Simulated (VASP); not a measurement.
# BiIr (zincblende type) (F-43m) in VASP: relaxation of cell and atoms with PBE

Aim: the relaxation of cell and atoms of BiIr (zincblende type) with PBE.

Everything below comes from runs of VASP 6.6.1. Logs are shortened: lines on timing, memory, paths and dates and some standing lists are left out, and cuts for length are marked.

## 1. The cell of the first run

The structure is cubic, space group F-43m (No. 216). The conventional cell has a = 6.439 Å, b = 6.439 Å, c = 6.439 Å, α = 90.00°, β = 90.00°, γ = 90.00°. Ir (site symmetry -43m) has 4 Bi at 2.79 Å within 3.7 Å. Within 3.7 Å of Bi (site symmetry -43m) lie 4 Ir at 2.79 Å.

## 2. Relaxation of cell and atoms, PBE

Input file INCAR:

```
PREC = Accurate ; ENCUT = 600
EDIFF = 1E-7 ; ISMEAR = -1
SIGMA = 0.03 ; LREAL = F
LASPH = T ; NELM = 80
ALGO = Normal ; ISIF = 3
LWAVE = F ; LCHARG = F
GGA = PE ; IBRION = 2
NSW = 100 ; EDIFFG = -0.005
```

Input file KPOINTS:

```
regular mesh
0
Gamma
  11 11 11
```

Input file POSCAR:

```
BiIr
1.0
    0.0000000000      3.2195088072      3.2195088072
    3.2195088072      0.0000000000      3.2195088072
    3.2195088072      3.2195088072      0.0000000000
Ir Bi
1 1
Direct
    0.0000000000      0.0000000000      0.0000000000
    0.2500000000      0.2500000000      0.2500000000
```

Potentials or basis: VASP PAW PBE potentials, release 64 (Ir, Bi_d).

Run with:

```
cat potpaw_PBE.64/Ir/POTCAR potpaw_PBE.64/Bi_d/POTCAR > POTCAR
mpirun -np 1 vasp_std > vasp.out
```

OUTCAR:

```text
PREC = Accurate
   ENCUT = 600
   EDIFF = 1E-7
   ISMEAR = -1
   LREAL = F
   LASPH = T
   NELM = 80
   ISIF = 3
   GGA = PE
   IBRION = 2
   NSW = 100
   EDIFFG = -0.005

 ion  position               nearest neighbor table
   1  0.000  0.000  0.000-   2 2.79   2 2.79   2 2.79   2 2.79
   2  0.250  0.250  0.250-   1 2.79   1 2.79   1 2.79   1 2.79

  LATTYP: Found a face centered cubic cell.
 ALAT       =     6.4390176144

  Lattice vectors:

 A1 = (   0.0000000000,   3.2195088072,   3.2195088072)
 A2 = (   3.2195088072,   0.0000000000,   3.2195088072)
 A3 = (   3.2195088072,   3.2195088072,   0.0000000000)

Analysis of symmetry for initial positions (statically):
=====================================================================
 Subroutine PRICEL returns:
 Original cell was already a primitive cell.

 Routine SETGRP: Setting up the symmetry group for a
 face centered cubic supercell.

 Subroutine GETGRP returns: Found 24 space group operations
 (whereof 24 operations were pure point group operations)
 out of a pool of 48 trial point group operations.

The static configuration has the point symmetry T_d .

Analysis of symmetry for dynamics (positions and initial velocities):
=====================================================================
 Subroutine PRICEL returns:
 Original cell was already a primitive cell.

 Routine SETGRP: Setting up the symmetry group for a
 face centered cubic supercell.

 Subroutine GETGRP returns: Found 24 space group operations
 (whereof 24 operations were pure point group operations)
 out of a pool of 48 trial point group operations.

The dynamic configuration has the point symmetry T_d .

 Subroutine INISYM returns: Found 24 space group operations
 (whereof 24 operations are pure point group operations),
 and found     1 'primitive' translations

----------------------------------------------------------------------------------------

                                     Primitive cell

  volume of cell :      66.7419

  direct lattice vectors                    reciprocal lattice vectors
     0.000000000  3.219508807  3.219508807    -0.155303194  0.155303194  0.155303194
     3.219508807  0.000000000  3.219508807     0.155303194 -0.155303194  0.155303194
     3.219508807  3.219508807  0.000000000     0.155303194  0.155303194 -0.155303194

  length of vectors
     4.553073019  4.553073019  4.553073019     0.268993022  0.268993022  0.268993022

  position of ions in fractional coordinates (direct lattice)
     0.000000000  0.000000000  0.000000000
     0.250000000  0.250000000  0.250000000

  ion indices of the primitive-cell ions
   primitive index   ion index
                 1           1
                 2           2

----------------------------------------------------------------------------------------

 KPOINTS: regular mesh

Automatic generation of k-mesh.
 Grid dimensions read from file:
 generate k-points for:   11   11   11

 Generating k-lattice:

  Cartesian coordinates                     Fractional coordinates (reciprocal lattice)
    -0.014118472  0.014118472  0.014118472     0.090909091  0.000000000  0.000000000
     0.014118472 -0.014118472  0.014118472     0.000000000  0.090909091  0.000000000
     0.014118472  0.014118472 -0.014118472     0.000000000  0.000000000  0.090909091

  Length of vectors
     0.024453911  0.024453911  0.024453911

  Shift w.r.t. Gamma in fractional coordinates (k-lattice)
     0.000000000  0.000000000  0.000000000

 Subroutine IBZKPT returns following result:
 ===========================================

 Found     56 irreducible k-points:

 Following reciprocal coordinates:
            Coordinates               Weight
  0.000000  0.000000  0.000000      1.000000
  0.090909  0.000000  0.000000      8.000000
  0.181818  0.000000  0.000000      8.000000
  0.272727  0.000000  0.000000      8.000000
  0.363636  0.000000  0.000000      8.000000
  0.454545  0.000000  0.000000      8.000000
[... 16 lines left out ...]
 -0.272727  0.181818  0.000000     24.000000
 -0.181818  0.181818  0.000000     12.000000
 [... further k-points ...]
   k-points           NKPTS =     56   k-points in BZ     NKDIM =     56   number of bands    NBANDS=     16
   number of dos      NEDOS =    301   number of ions     NIONS =      2
   total plane-waves  NPLWV =  46656
   dimension x,y,z NGX =    36 NGY =   36 NGZ =   36
   dimension x,y,z NGXF=    72 NGYF=   72 NGZF=   72
   ions per type =               1   1
   NGX,Y,Z   is equivalent  to a cutoff of  13.14, 13.14, 13.14 a.u.
   NGXF,Y,Z  is equivalent  to a cutoff of  26.29, 26.29, 26.29 a.u.
 SYSTEM =  unknown system
   PREC   = accura    normal or accurate (medium, high low for compatibility)
   ISTART =      0    job   : 0-new  1-cont  2-samecut
   ICHARG =      2    charge: 1-file 2-atom 10-const
   ISPIN  =      1    spin polarized calculation?
   LNONCOLLINEAR =      F non collinear calculations
   LSORBIT =      F    spin-orbit coupling
   LASPH  =      T    aspherical Exc in radial PAW
   ENCUT  =  600.0 eV  44.10 Ry    6.64 a.u.   9.09  9.09  9.09*2*pi/ulx,y,z
   NELM   =     80;   NELMIN=  2; NELMDL= -5     # of ELM steps
   EDIFF  = 0.1E-06   stopping-criterion for ELM
   LREAL  =      F    real-space projection
   EDIFFG = -.5E-02   stopping-criterion for IOM
   NSW    =    100    number of steps for IOM
   IBRION =      2    ionic relax: 0-MD 1-quasi-New 2-CG
   NFREE  =      1    steps in history (QN), initial steepest desc. (CG)
   ISIF   =      3    stress and relaxation
   ISYM   =      2    0-nonsym 1-usesym 2-fastsym
   POTIM  = 0.5000    time-step for ionic-motion
   TEBEG  =    0.0;   TEEND  =   0.0 temperature during run
   PSTRESS=    0.0 pullay stress
   NELECT =      24.0000    total number of electrons
   NUPDOWN=      -1.0000    fix difference up-down
   EMIN   =  10.00;   EMAX   =-10.00  energy-range for DOS
   EFERMI =   0.00;   METHOD = LEGACY
   ISMEAR =    -1;   SIGMA  =   0.03  broadening in eV -4-tet -1-fermi 0-gaus
   EFERMI_NEDOS =   21; number of points for ismear=-14 and -15
   IALGO  =     38    algorithm
   IMIX   =      4    mixing-type and parameters
     AMIX     =   0.40;   BMIX     =  1.00
     AMIX_MAG =   1.60;   BMIX_MAG =  1.00
  volume/ion in A,a.u.               =      33.37       225.20
  Fermi-wavevector in a.u.,A,eV,Ry     =   1.164159  2.199941 18.439515  1.355266
  Thomas-Fermi vector in A             =   2.300700
   LORBIT       =      0    0 simple, 1 ext, 2 COOP (PROOUT), +10 PAW based schemes
   GGA     = PE    functional components
   LHFCALC =     F    Hartree Fock is set to
   AEXX    =    0.0000 exact exchange contribution
   IVDW    =     0    specifies the selected vdW correction
   LEPSILON=     F    determine dielectric tensor
   LRPA    =     F    only Hartree local field effects (RPA)
 conjugate gradient relaxation of ions
 non-spin polarized calculation
  energy-cutoff  :      600.00
  volume of cell :       66.74
 maximum number of plane-waves:      2247
   NGX = 19   NGY = 19   NGZ = 19

--------------------------------------- Ionic step        1  -------------------------------------------

 number of electron      24.0000003 magnetization

 Free energy of the ion-electron system (eV)
  ---------------------------------------------------
  ext. energy  EPLUGINS =         0.00000000
  ---------------------------------------------------
  free energy    TOTEN  =       -11.16926812 eV

  energy without entropy =      -11.16437271  energy(sigma->0) =      -11.16682041

 E-fermi :   3.8730     XC(G=0):  -9.2113

 val. band max:        3.8534414050   @ k =  -0.3636   0.2727   0.0000
 cond. band min:       3.8787936558   @ k =  -0.4545   0.3636   0.0000
 fundamental gap:      0.0253522508
 Fermi energy:         3.8730315798

 k-point     1 :       0.0000    0.0000    0.0000
  band No.  band energies     occupation
      1     -18.6836      2.00000
      2     -18.6836      2.00000
      3     -18.6836      2.00000
      4     -18.6581      2.00000
      5     -18.6581      2.00000
      6      -7.4603      2.00000
[... 8 lines left out ...]
     15       7.8050      0.00000
     16      10.0914      0.00000

 k-point     2 :       0.0909    0.0000    0.0000
  band No.  band energies     occupation
      1     -18.6841      2.00000
      2     -18.6835      2.00000
      3     -18.6835      2.00000
      4     -18.6579      2.00000
      5     -18.6579      2.00000
      6      -7.4126      2.00000
[... 8 lines left out ...]
     15       7.6063      0.00000
     16      10.0046      0.00000
[... 960 lines left out ...]
  FORCE on cell =-STRESS in cart. coord.  units (eV):
  Direction    XX          YY          ZZ          XY          YZ          ZX
  --------------------------------------------------------------------------------------
  -------------------------------------------------------------------------------------
  Total       -0.0848422     -0.0848422     -0.0848422      0.0000000      0.0000000      0.0000000
  in kB       -2.3457887     -2.3457887     -2.3457887      0.0000000      0.0000000      0.0000000
  external PRESSURE =      -2.3457887 kB  Pullay stress =       0.0000000 kB

 VOLUME and BASIS-vectors are now :
 -----------------------------------------------------------------------------
  energy-cutoff  :      600.00
  volume of cell :       57.95
      direct lattice vectors                 reciprocal lattice vectors
     0.000000000  3.071387506  3.071387506    -0.162792874  0.162792874  0.162792874
     3.071387506  0.000000000  3.071387506     0.162792874 -0.162792874  0.162792874
     3.071387506  3.071387506  0.000000000     0.162792874  0.162792874 -0.162792874

 POSITION                                       TOTAL-FORCE (eV/Angst)
 -----------------------------------------------------------------------------------
      0.00000      0.00000      0.00000        -0.000000     -0.000000     -0.000000
      1.53569      1.53569      1.53569         0.000000      0.000000      0.000000
 -----------------------------------------------------------------------------------
    total drift:                                0.000000      0.000000      0.000000

  FREE ENERGIE OF THE ION-ELECTRON SYSTEM (eV)
  ---------------------------------------------------
  free  energy   TOTEN  =       -11.4432008525 eV

  energy  without entropy=      -11.4386850289  energy(sigma->0) =      -11.44094294

--------------------------------------- Ionic step        4  -------------------------------------------

 number of electron      24.0000003 magnetization

 Free energy of the ion-electron system (eV)
  ---------------------------------------------------
  ext. energy  EPLUGINS =         0.00000000
  ---------------------------------------------------
  free energy    TOTEN  =       -11.44332417 eV

  energy without entropy =      -11.43878561  energy(sigma->0) =      -11.44105489

 E-fermi :   5.2184     XC(G=0):  -9.9109

 val. band max:        5.2121996048   @ k =  -0.4545   0.4545   0.0000
 cond. band min:       5.2570888463   @ k =  -0.4545   0.3636   0.1818
 fundamental gap:      0.0448892415
 Fermi energy:         5.2184191943

 k-point     1 :       0.0000    0.0000    0.0000
  band No.  band energies     occupation
      1     -17.3750      2.00000
      2     -17.3750      2.00000
      3     -17.3750      2.00000
      4     -17.3314      2.00000
      5     -17.3314      2.00000
      6      -6.7296      2.00000
[... 8 lines left out ...]
     15      10.0318      0.00000
     16      11.9236      0.00000

 k-point     2 :       0.0909    0.0000    0.0000
  band No.  band energies     occupation
      1     -17.3760      2.00000
      2     -17.3749      2.00000
      3     -17.3749      2.00000
      4     -17.3310      2.00000
      5     -17.3310      2.00000
      6      -6.6663      2.00000
[... 8 lines left out ...]
     15       9.7537      0.00000
     16      11.9256      0.00000
[... 423 lines left out ...]
  FORCE on cell =-STRESS in cart. coord.  units (eV):
  Direction    XX          YY          ZZ          XY          YZ          ZX
  --------------------------------------------------------------------------------------
  -------------------------------------------------------------------------------------
  Total        0.0026261      0.0026261      0.0026261      0.0000000     -0.0000000      0.0000000
  in kB        0.0728200      0.0728200      0.0728200      0.0000000     -0.0000000      0.0000000
  external PRESSURE =       0.0728200 kB  Pullay stress =       0.0000000 kB

 VOLUME and BASIS-vectors are now :
 -----------------------------------------------------------------------------
  energy-cutoff  :      600.00
  volume of cell :       57.78
      direct lattice vectors                 reciprocal lattice vectors
     0.000000000  3.068425078  3.068425078    -0.162950044  0.162950044  0.162950044
     3.068425078  0.000000000  3.068425078     0.162950044 -0.162950044  0.162950044
     3.068425078  3.068425078  0.000000000     0.162950044  0.162950044 -0.162950044

 POSITION                                       TOTAL-FORCE (eV/Angst)
 -----------------------------------------------------------------------------------
      3.06843      3.06843      6.13685        -0.000000     -0.000000     -0.000000
      1.53421      1.53421      1.53421         0.000000      0.000000      0.000000
 -----------------------------------------------------------------------------------
    total drift:                                0.000000      0.000000      0.000000

  FREE ENERGIE OF THE ION-ELECTRON SYSTEM (eV)
  ---------------------------------------------------
  free  energy   TOTEN  =       -11.4433241725 eV

  energy  without entropy=      -11.4387856148  energy(sigma->0) =      -11.44105489

 reached required accuracy - stopping structural energy minimisation
```

It took 4.9 min on 1 thread of Intel Xeon Platinum 8259CL at 2.50GHz (Skylake/Cascade Lake), shared host; peak memory 0.26 GiB.

What came out:

| Property | Result |
| --- | --- |
| Free energy | -11.4433 eV |
| Relaxed volume | 28.89 Å³/atom |
| Relaxed cell | a = 4.339 Å, b = 4.339 Å, c = 4.339 Å, α = 60.00°, β = 60.00°, γ = 60.00° |
| Space group after relaxing (to 0.1 Å) | F-43m (No. 216) |
| Energy gained by relaxing | 137.0 meV/atom |
| Ionic steps | 4 |
| Pressure after relaxing | 0.0 GPa |
| Band gap on the k mesh | zero (bands 12 and 13 overlap by 2.85 eV) |

Step by step:
| step | energy change (eV) | largest force (eV/Å) | pressure (GPa) | volume (Å³) |
| --- | --- | --- | --- | --- |
| 1 | 0.0000 | 0.0000 | -8.44 | 66.74 |
| 2 | -0.0176 | 0.0000 | 14.03 | 51.16 |
| 3 | -0.2739 | 0.0000 | -0.23 | 57.95 |
| 4 | -0.2741 | 0.0000 | 0.01 | 57.78 |

Final structure:
```
CELL_PARAMETERS angstrom
0.00000 3.06843 3.06843
3.06843 0.00000 3.06843
3.06843 3.06843 0.00000
ATOMIC_POSITIONS crystal
Ir 0.00000 0.00000 0.00000
Bi 0.25000 0.25000 0.25000
```

Levels at points of the mesh, in eV from the Fermi level:
| k point | band 8 | band 9 | band 10 | band 11 | band 12 | band 13 | band 14 | band 15 | band 16 |
| --- | --- | --- | --- | --- | --- | --- | --- | --- | --- |
| (0.00, 0.00, 0.00) | -3.36 | -3.36 | -1.52 | -1.52 | 2.24 | 4.81 | 4.81 | 4.81 | 6.71 |

Caveat: spin-orbit coupling is left out, which moves the levels of the heavy elements.

The gap in the log of VASP goes by the Fermi energy; the results here count the filled bands.